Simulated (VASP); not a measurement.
A run of VASP 6.6.1:

Contents of INCAR:

```
SYSTEM = V
PREC = Accurate ; ENCUT = 520
EDIFF = 1E-6 ; ISMEAR = -1
SIGMA = 0.05 ; LREAL = .False.
LASPH = .True. ; NELM = 150
ALGO = Normal ; ISIF = 2
LWAVE = .False. ; LCHARG = .False.
ISPIN = 2 ; MAGMOM = 2 2
LORBIT = 11 ; LMAXMIX = 4
GGA = PS ; NBANDS = 24
```

The input KPOINTS:

```
Automatic mesh
0
Gamma
  12 12 6
  0 0 0
```

Contents of POSCAR:

```
V
1.0
    2.5690895244      0.0000000000      0.0000000000
   -1.2845447622      2.2248967927      0.0000000000
    0.0000000000      0.0000000000      4.6550268540
V
2
Direct
    0.3333333333      0.6666666667      0.2500000000
    0.6666666667      0.3333333333      0.7500000000
```

Potentials or basis: VASP PAW PBE potentials, release 64 (V_sv).

Run with:

```console
$ cat potpaw_PBE.64/V_sv/POTCAR > POTCAR
$ mpirun -np 1 vasp_std > vasp.out
```

Hardware: 1 thread of Intel(R) Xeon(R) 6975P-C (Granite Rapids), with other jobs on the host.

Task: Estimate the wall time of this run.

Result: It took 37 s on 1 thread of Intel(R) Xeon(R) 6975P-C (Granite Rapids), with other jobs on the host, peak memory 0.19 GiB. Counts: scf iterations 15, k points 76.
